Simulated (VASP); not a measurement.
# Mo2Se2S (P6/mmm) in VASP: further runs

Mo2Se2S is run at these levels: PBE; tasks: single point.

All numbers are computed with VASP 6.6.1; they aren't measurements. Logs are shortened: lines on timing, memory, paths and dates and some standing lists are left out, and cuts for length are marked.

## 1. The cell of the first run

The structure is hexagonal, space group P6/mmm (No. 191). Conventional cell: a = 4.236 Å, b = 4.236 Å, c = 7.970 Å, α = 90.00°, β = 90.00°, γ = 120.00°. Mo (site symmetry -6m2) has 3 Mo at 2.45 Å and 6 Se at 2.94 Å within 3.2 Å. Se (site symmetry 6mm) has 1 S at 2.35 Å and 6 Mo at 2.94 Å within 3.1 Å. S (site symmetry 6/mmm) has 2 Se at 2.35 Å within 3.1 Å.

## 2. Single point, PBE, collinear spin, ferromagnetic start

File INCAR:

```
SYSTEM = Mo2Se2S
PREC = Accurate ; ENCUT = 500
EDIFF = 1E-6 ; ISMEAR = 0
SIGMA = 0.15 ; LREAL = .FALSE.
LASPH = .TRUE. ; NELM = 200
ALGO = Normal ; ISIF = 2
LWAVE = .FALSE. ; LCHARG = .FALSE.
ISPIN = 2 ; MAGMOM = 1 1 0 0 0
LORBIT = 11 ; LMAXMIX = 4
GGA = PE ; NBANDS = 35
GGA_COMPAT = .FALSE.
```

File KPOINTS:

```
regular mesh
0
G
  3 3 2
  0 0 0
```

File POSCAR:

```
Mo2Se2S
1.0
    4.2361944514      0.0000000000      0.0000000000
   -2.1180972257      3.6686520103      0.0000000000
    0.0000000000      0.0000000000      7.9699128540
Mo Se S
2 2 1
Direct
    0.3333333333      0.6666666667      0.0000000000
    0.6666666667      0.3333333333      0.0000000000
    0.0000000000      0.0000000000      0.7947124847
    0.0000000000      0.0000000000      0.2052875153
    0.0000000000      0.0000000000      0.5000000000
```

Potentials or basis: VASP PAW PBE potentials, release 64 (Mo_sv, Se, S).

Launch:

```sh
> cat potpaw_PBE.64/Mo_sv/POTCAR potpaw_PBE.64/Se/POTCAR potpaw_PBE.64/S/POTCAR > POTCAR
> mpirun -np 1 vasp_std > vasp.out
```

OUTCAR:

```text
SYSTEM = Mo2Se2S
   PREC = Accurate
   ENCUT = 500
   EDIFF = 1E-6
   ISMEAR = 0
   LREAL = .FALSE.
   LASPH = .TRUE.
   NELM = 200
   ISIF = 2
   ISPIN = 2
   LORBIT = 11
   GGA = PE

 ion  position               nearest neighbor table
   1  0.333  0.667  0.000-   2 2.45   2 2.45   2 2.45   4 2.94   3 2.94   4 2.94   3 2.94   4 2.94
                             3 2.94
   2  0.667  0.333  0.000-   1 2.45   1 2.45   1 2.45   4 2.94   3 2.94   3 2.94   4 2.94   3 2.94
                             4 2.94
   3  0.000  0.000  0.795-   5 2.35   2 2.94   1 2.94   2 2.94   1 2.94   2 2.94   1 2.94
   4  0.000  0.000  0.205-   5 2.35   2 2.94   1 2.94   2 2.94   1 2.94   2 2.94   1 2.94
   5  0.000  0.000  0.500-   3 2.35   4 2.35

  LATTYP: Found a hexagonal cell.
 ALAT       =     4.2361944514
 C/A-ratio  =     1.8813850368

  Lattice vectors:

 A1 = (   4.2361944514,   0.0000000000,   0.0000000000)
 A2 = (  -2.1180972257,   3.6686520103,   0.0000000000)
 A3 = (   0.0000000000,   0.0000000000,   7.9699128540)

Analysis of symmetry for initial positions (statically):
=====================================================================
 Subroutine PRICEL returns:
 Original cell was already a primitive cell.

 Routine SETGRP: Setting up the symmetry group for a
 hexagonal supercell.

 Subroutine GETGRP returns: Found 24 space group operations
 (whereof 24 operations were pure point group operations)
 out of a pool of 24 trial point group operations.

The static configuration has the point symmetry D_6h.

Analysis of symmetry for dynamics (positions and initial velocities):
=====================================================================
 Subroutine PRICEL returns:
 Original cell was already a primitive cell.

 Routine SETGRP: Setting up the symmetry group for a
 hexagonal supercell.

 Subroutine GETGRP returns: Found 24 space group operations
 (whereof 24 operations were pure point group operations)
 out of a pool of 24 trial point group operations.

The dynamic configuration has the point symmetry D_6h.

Analysis of structural, dynamic, and magnetic symmetry:
=====================================================================
 Subroutine PRICEL returns:
 Original cell was already a primitive cell.

 Routine SETGRP: Setting up the symmetry group for a
 hexagonal supercell.

 Subroutine GETGRP returns: Found 24 space group operations
 (whereof 24 operations were pure point group operations)
 out of a pool of 24 trial point group operations.

The overall configuration has the point symmetry D_6h.

 Subroutine INISYM returns: Found 24 space group operations
 (whereof 24 operations are pure point group operations),
 and found     1 'primitive' translations

----------------------------------------------------------------------------------------

                                     Primitive cell

  volume of cell :     123.8614

  direct lattice vectors                    reciprocal lattice vectors
     4.236194451  0.000000000  0.000000000     0.236060930  0.136289841  0.000000000
    -2.118097226  3.668652010  0.000000000     0.000000000  0.272579682  0.000000000
     0.000000000  0.000000000  7.969912854     0.000000000  0.000000000  0.125471886

  length of vectors
     4.236194451  4.236194451  7.969912854     0.272579682  0.272579682  0.125471886

  position of ions in fractional coordinates (direct lattice)
     0.333333333  0.666666667  0.000000000
     0.666666667  0.333333333  0.000000000
     0.000000000  0.000000000  0.794712485
     0.000000000  0.000000000  0.205287515
     0.000000000  0.000000000  0.500000000

  ion indices of the primitive-cell ions
   primitive index   ion index
                 1           1
                 2           2
                 3           3
                 4           4
                 5           5

----------------------------------------------------------------------------------------

 KPOINTS: regular mesh

Automatic generation of k-mesh.
 Grid dimensions read from file:
 generate k-points for:    3    3    2

[... 45 lines left out ...]
   LEPSILON=     F    determine dielectric tensor
   LRPA    =     F    only Hartree local field effects (RPA)
 spin polarized calculation
 Gauss-broadening in eV      SIGMA  =   0.15
  energy-cutoff  :      500.00
  volume of cell :      123.86
 maximum number of plane-waves:      3191
 NGX is ok and might be reduce to    32
   NGX = 15   NGY = 15   NGZ = 29

 number of electron      46.0000011 magnetization       0.1130439

 Free energy of the ion-electron system (eV)
  ---------------------------------------------------
  ext. energy  EPLUGINS =         0.00000000
  ---------------------------------------------------
  free energy    TOTEN  =       -30.06478311 eV

  energy without entropy =      -30.01509475  energy(sigma->0) =      -30.03993893

 E-fermi :   4.5490     XC(G=0):  -9.3637

 val. band max:        4.4758424888   @ k =   0.3333   0.0000   0.0000
 cond. band min:       4.6247658069   @ k =   0.3333   0.0000   0.5000
 fundamental gap:      0.1489233181
 Fermi energy:         4.5489909466

 spin component 1

 k-point     1 :       0.0000    0.0000    0.0000
  band No.  band energies     occupation
      1     -56.6836      1.00000
      2     -56.1410      1.00000
      3     -31.2757      1.00000
      4     -31.2757      1.00000
      5     -30.9675      1.00000
      6     -30.5193      1.00000
[... 217 lines left out ...]
     34      11.0309      0.00000
     35      12.8907      0.00000
 Fermi energy:         4.5489909466

 spin component 2

 k-point     1 :       0.0000    0.0000    0.0000
  band No.  band energies     occupation
      1     -56.6548      1.00000
      2     -56.1118      1.00000
      3     -31.2538      1.00000
      4     -31.2538      1.00000
      5     -30.9157      1.00000
      6     -30.4665      1.00000
[... 217 lines left out ...]
     34      11.0622      0.00000
     35      12.9080      0.00000

------------------------ aborting loop because EDIFF is reached ----------------------------------------

  FORCE on cell =-STRESS in cart. coord.  units (eV):
  Direction    XX          YY          ZZ          XY          YZ          ZX
  --------------------------------------------------------------------------------------
  -------------------------------------------------------------------------------------
  Total        0.1624938      0.1624938      0.2316698      0.0000000      0.0000000     -0.0000000
  in kB        2.1018974      2.1018974      2.9967052      0.0000000      0.0000000     -0.0000000
  external PRESSURE =       2.4001667 kB  Pullay stress =       0.0000000 kB

 VOLUME and BASIS-vectors are now :
 -----------------------------------------------------------------------------
  energy-cutoff  :      500.00
  volume of cell :      123.86
      direct lattice vectors                 reciprocal lattice vectors
     4.236194451  0.000000000  0.000000000     0.236060930  0.136289841  0.000000000
    -2.118097226  3.668652010  0.000000000     0.000000000  0.272579682  0.000000000
     0.000000000  0.000000000  7.969912854     0.000000000  0.000000000  0.125471886

 POSITION                                       TOTAL-FORCE (eV/Angst)
 -----------------------------------------------------------------------------------
     -0.00000      2.44577      0.00000         0.000000      0.000000      0.000000
      2.11810      1.22288      0.00000        -0.000000     -0.000000      0.000000
      0.00000      0.00000      6.33379        -0.000000     -0.000000      0.003901
      0.00000      0.00000      1.63612        -0.000000      0.000000     -0.003901
      0.00000      0.00000      3.98496        -0.000000      0.000000      0.000000
 -----------------------------------------------------------------------------------
    total drift:                               -0.000000      0.000000     -0.000000

  FREE ENERGIE OF THE ION-ELECTRON SYSTEM (eV)
  ---------------------------------------------------
  free  energy   TOTEN  =       -30.0647831139 eV

  energy  without entropy=      -30.0150947536  energy(sigma->0) =      -30.03993893

 total charge

# of ion       s       p       d       tot
------------------------------------------
    1        2.283   6.135   4.193  12.610
    2        2.283   6.135   4.193  12.610
    3        1.489   2.181   0.067   3.736
    4        1.489   2.181   0.067   3.736
    5        1.403   2.194   0.000   3.597
--------------------------------------------------
tot          8.947  18.825   8.518  36.291

 magnetization (x)

# of ion       s       p       d       tot
------------------------------------------
    1        0.002   0.001   0.042   0.045
    2        0.002   0.001   0.042   0.045
    3       -0.000  -0.001   0.001  -0.000
    4       -0.000  -0.001   0.001  -0.000
    5       -0.000  -0.002   0.000  -0.002
--------------------------------------------------
tot          0.004  -0.002   0.085   0.087
```

It took 80 s on 1 thread of Intel Xeon 6975P-C, shared host; peak memory 0.29 GiB.

What came out:

* Free energy: -30.0648 eV
* Pressure: 0.2 GPa
* Largest force: 0.004 eV/Å
* Net moment: 0.11 μB per cell
* Site moments: Mo +0.04; Se -0.00; S -0.00 μB
* Valence electrons inside the program's atomic spheres: Mo 12.61; Se 3.74; S 3.60

Forces in eV/Å, atoms in the order of the input:
```
Mo   0.000  0.000  0.000
Mo   0.000  0.000  0.000
Se   0.000  0.000  0.004
Se   0.000  0.000 -0.004
S    0.000  0.000  0.000
```

Levels at points of the mesh, in eV from the Fermi level:
Spin up:
| k point | band 20 | band 21 | band 22 | band 23 | band 24 | band 25 | band 26 | band 27 |
| --- | --- | --- | --- | --- | --- | --- | --- | --- |
| (0.00, 0.00, 0.00) | -1.23 | -0.84 | -0.84 | -0.54 | -0.54 | 1.19 | 1.40 | 1.91 |
| (0.00, 0.00, 0.50) | -0.57 | -0.54 | -0.54 | -0.33 | -0.33 | 0.54 | 1.14 | 1.14 |
Spin down:
| k point | band 21 | band 22 | band 23 | band 24 | band 25 | band 26 |
| --- | --- | --- | --- | --- | --- | --- |
| (0.00, 0.00, 0.00) | -0.84 | -0.84 | -0.52 | -0.52 | 1.30 | 1.42 |
| (0.00, 0.00, 0.50) | -0.52 | -0.52 | -0.33 | -0.33 | 0.58 | 1.15 |

Caveat: the k points lie up to 0.57 Å⁻¹ apart.

## 3. Single point, PBE, collinear spin, ferromagnetic start

File INCAR:

```
SYSTEM = Mo2Se2S
ALGO = Normal
EDIFF = 1E-6
ENCUT = 500
GGA = PE
GGA_COMPAT = .FALSE.
ISIF = 2
ISMEAR = 0
ISPIN = 2
LASPH = .TRUE.
LCHARG = .FALSE.
LMAXMIX = 4
LORBIT = 11
LREAL = .FALSE.
LWAVE = .FALSE.
MAGMOM = 1 1 0 0 0
NBANDS = 35
NELM = 200
PREC = Accurate
SIGMA = 0.15
```

File KPOINTS:

```
k-points
0
G
  3 3 2
  0 0 0
```

File POSCAR:

```
Mo2Se2S
1.0
    4.2429452597      0.0000000000      0.0000000000
   -2.1214726299      3.6744983818      0.0000000000
    0.0000000000      0.0000000000      7.9595121765
Mo Se S
2 2 1
Direct
    0.3333333333      0.6666666667      0.5000000000
    0.6666666667      0.3333333333      0.5000000000
    0.0000000000      0.0000000000      0.2946662706
    0.0000000000      0.0000000000      0.7053337294
    0.0000000000      0.0000000000      0.0000000000
```

Potentials or basis: VASP PAW PBE potentials, release 64 (Mo_sv, Se, S).

Launch:

```sh
> cat potpaw_PBE.64/Mo_sv/POTCAR potpaw_PBE.64/Se/POTCAR potpaw_PBE.64/S/POTCAR > POTCAR
> mpirun -np 1 vasp_std > vasp.out
```

It took 75 s on 1 thread of Intel Xeon 6975P-C, shared host; peak memory 0.3 GiB.

Results (log left out):

```
Free energy                                           : -30.0645 eV
Pressure                                              : 0.1 GPa
Largest force                                         : 0.043 eV/Å
Net moment                                            : 0.11 μB per cell
Site moments                                          : Mo +0.04; Se -0.00; S -0.00 μB
Valence electrons inside the program's atomic spheres : Mo 12.60; Se 3.74; S 3.60
```

Forces in eV/Å, atoms in the order of the input:
```
Mo   0.000  0.000  0.000
Mo   0.000  0.000  0.000
Se   0.000  0.000  0.043
Se   0.000  0.000 -0.043
S    0.000  0.000  0.000
```

Stress tensor (GPa, compression positive):
```
-0.14  0.00  0.00
 0.00 -0.14  0.00
 0.00  0.00  0.44
```

Levels at points of the mesh, in eV from the Fermi level:
Spin up:
```
           k point  band 21  band 22  band 23  band 24  band 25  band 26
(0.00, 0.00, 0.00)    -0.85    -0.85    -0.54    -0.54     1.18     1.38
(0.00, 0.00, 0.50)    -0.54    -0.54    -0.34    -0.34     0.53     1.14
```
Spin down:
| k point | band 19 | band 20 | band 21 | band 22 | band 23 | band 24 | band 25 | band 26 | band 27 | band 28 |
| --- | --- | --- | --- | --- | --- | --- | --- | --- | --- | --- |
| (0.00, 0.00, 0.00) | -2.37 | -1.15 | -0.85 | -0.85 | -0.52 | -0.52 | 1.29 | 1.40 | 1.93 | 1.93 |
| (0.00, 0.00, 0.50) | -2.37 | -0.55 | -0.52 | -0.52 | -0.34 | -0.34 | 0.56 | 1.15 | 1.15 | 1.29 |

Caveat: the k points lie up to 0.57 Å⁻¹ apart.

## 4. Single point, PBE, collinear spin, ferromagnetic start

This run uses another cell than the first one, of 28.59 Å³/atom, 1.154 times its volume.

File INCAR:

```
  ALGO = Normal
  EDIFF = 1E-6
  ENCUT = 500
  GGA = PE
  GGA_COMPAT = False
  ISIF = 2
  ISMEAR = 0
  ISPIN = 2
  LASPH = True
  LCHARG = True
  LELF = True
  LMAXMIX = 4
  LORBIT = 11
  LREAL = False
  LVHAR = True
  LWAVE = False
  MAGMOM = 1 1 0 0 0
  NBANDS = 35
  NELM = 200
  PREC = Accurate
  SIGMA = 0.15
```

File KPOINTS:

```
k-points
0
Gamma
  3 3 2
```

File POSCAR:

```
Mo2Se2S
1.0
    4.3140358575      0.0000000000      0.0000000000
   -2.1570179287      3.7360646454      0.0000000000
    0.0000000000      0.0000000000      8.8703031984
Mo Se S
2 2 1
Direct
    0.3333333333      0.6666666667      0.5000000000
    0.6666666667      0.3333333333      0.5000000000
    0.0000000000      0.0000000000      0.8757561410
    0.0000000000      0.0000000000      0.1242438590
    0.0000000000      0.0000000000      0.5000000000
```

Launch:

```sh
> cat potpaw_PBE.64/Mo_sv/POTCAR potpaw_PBE.64/Se/POTCAR potpaw_PBE.64/S/POTCAR > POTCAR
> mpirun -np 1 vasp_std > vasp.out
```

Wall time 74 s (1 thread of Intel Xeon 6975P-C, shared host); peak memory 0.32 GiB.

The run converged. Its results:

* Free energy: -29.0671 eV
* Pressure: 0.2 GPa
* Largest force: 0.032 eV/Å
* Band gap on the k mesh: zero (filled and empty bands overlap)
* Net moment: 0.00 μB per cell
* Valence electrons inside the program's atomic spheres: Mo 12.63; Se 3.71; S 3.65

Forces in eV/Å, atoms in the order of the input:
```
Mo   0.000  0.000  0.000
Mo   0.000  0.000  0.000
Se   0.000  0.000 -0.032
Se   0.000  0.000  0.032
S    0.000  0.000  0.000
```

Stress tensor (GPa, compression positive):
```
0.21 0.00 0.00
0.00 0.21 0.00
0.00 0.00 0.30
```

Levels at points of the mesh, in eV from the Fermi level:
Spin up:
```tsv
k point	band 21	band 22	band 23	band 24	band 25	band 26
(0.00, 0.00, 0.00)	-0.28	-0.28	0.19	0.19	0.82	1.26
(0.00, 0.00, 0.50)	-0.28	-0.28	0.36	0.36	0.63	1.10
```
Spin down:
```csv
k point,band 21,band 22,band 23,band 24,band 25,band 26
"(0.00, 0.00, 0.00)",-0.28,-0.28,0.19,0.19,0.82,1.26
"(0.00, 0.00, 0.50)",-0.28,-0.28,0.36,0.36,0.63,1.10
```

Caveat: the k points lie up to 0.56 Å⁻¹ apart; this functional lacks dispersion, which binds the layers, so the pressure and a relaxed spacing across them are unreliable.

## 5. Single point, PBE, collinear spin, ferromagnetic start

This run uses another cell than the first one, of 29.31 Å³/atom, 1.183 times its volume.

File INCAR:

```
PREC = Accurate
ENCUT = 500
EDIFF = 1E-6
ISMEAR = 0
SIGMA = 0.15
LREAL = F
LASPH = T
NELM = 200
ALGO = Normal
ISIF = 2
LWAVE = F
LCHARG = T
ISPIN = 2
MAGMOM = 1 1 0 0 0
LORBIT = 11
LMAXMIX = 4
GGA = PE
LELF = T
LVHAR = T
NBANDS = 35
GGA_COMPAT = F
```

File KPOINTS:

```
regular mesh
0
Gamma
  3 3 2
```

File POSCAR:

```
Mo2Se2S
1.0
    4.9920357702     -0.0000000032      0.0000000000
   -2.4960178824      4.3232297952      0.0000000000
    0.0000000000      0.0000000000      6.7902831425
Mo Se S
2 2 1
Direct
    0.0000000000      0.0000000000      0.8606089028
    0.0000000000      0.0000000000      0.1393910972
    0.3333333333      0.6666666667      0.5000000000
    0.6666666667      0.3333333333      0.5000000000
    0.0000000000      0.0000000000      0.5000000000
```

Launch:

```sh
> cat potpaw_PBE.64/Mo_sv/POTCAR potpaw_PBE.64/Se/POTCAR potpaw_PBE.64/S/POTCAR > POTCAR
> mpirun -np 1 vasp_std > vasp.out
```

It took 72 s on 1 thread of Intel Xeon 6975P-C, shared host; peak memory 0.3 GiB.

It converged, with:

```yaml
Free_energy: -25.4895 eV
Pressure: 0.4 GPa
Largest_force: 0.979 eV/Å
Band_gap_on_the_k_mesh: zero (filled and empty bands overlap)
Net_moment: 0.00 μB per cell
Valence_electrons_inside_the_program's_atomic_spheres: Mo 12.92; Se 3.64; S 3.68
```

Forces in eV/Å, atoms in the order of the input:
```
Mo   0.000  0.000 -0.979
Mo   0.000  0.000  0.979
Se   0.000  0.000  0.000
Se   0.000  0.000  0.000
S    0.000  0.000  0.000
```

Stress tensor (GPa, compression positive):
```
-0.26  0.00  0.00
 0.00 -0.26  0.00
 0.00  0.00  1.73
```

Levels at points of the mesh, in eV from the Fermi level:
Spin up:
```tsv
k point	band 19	band 20	band 21	band 22	band 23	band 24	band 25	band 26	band 27	band 28
(0.00, 0.00, 0.00)	-2.76	-2.12	-1.11	-1.11	-0.47	-0.22	0.96	0.96	2.04	2.04
(0.00, 0.00, 0.50)	-3.49	-1.25	-1.25	-0.60	-0.25	1.16	1.16	1.32	2.32	3.01
```
Spin down:
```tsv
k point	band 19	band 20	band 21	band 22	band 23	band 24	band 25	band 26	band 27	band 28
(0.00, 0.00, 0.00)	-2.76	-2.12	-1.11	-1.11	-0.47	-0.22	0.96	0.96	2.04	2.04
(0.00, 0.00, 0.50)	-3.49	-1.25	-1.25	-0.60	-0.25	1.16	1.16	1.32	2.32	3.01
```

Caveat: the k points lie up to 0.48 Å⁻¹ apart.

## 6. Overview

| cell | gap on the mesh (eV) | pressure (GPa) | moment (μB) | largest force (eV/Å) |
| --- | --- | --- | --- | --- |
| a = 4.236, b = 4.236, c = 7.970 Å, angles 90.0, 90.0, 120.0°, 5 atoms | none | 0.2 | 0.11 | - |
| a = 4.243, b = 4.243, c = 7.960 Å, angles 90.0, 90.0, 120.0°, 5 atoms | none | 0.1 | 0.11 | 0.04 |
| a = 4.314, b = 4.314, c = 8.870 Å, angles 90.0, 90.0, 120.0°, 5 atoms | none | 0.2 | 0.00 | 0.03 |
| a = 4.992, b = 4.992, c = 6.790 Å, angles 90.0, 90.0, 120.0°, 5 atoms | none | 0.4 | 0.00 | 0.98 |

Alike in all rows: task single point; level PBE; potentials or basis VASP PAW PBE potentials, release 64 (Mo_sv, Se, S); spin collinear, ferromagnetic start; k mesh 3 × 3 × 2; cutoff (eV) 500; smearing gaussian 0.15 eV.

Caveats: all runs use coarse meshes; this functional lacks dispersion, which binds the layers, so the pressure and a relaxed spacing across them are unreliable (some runs).

Total energies depend on the potentials used, so only differences within one code and one set of settings carry meaning.
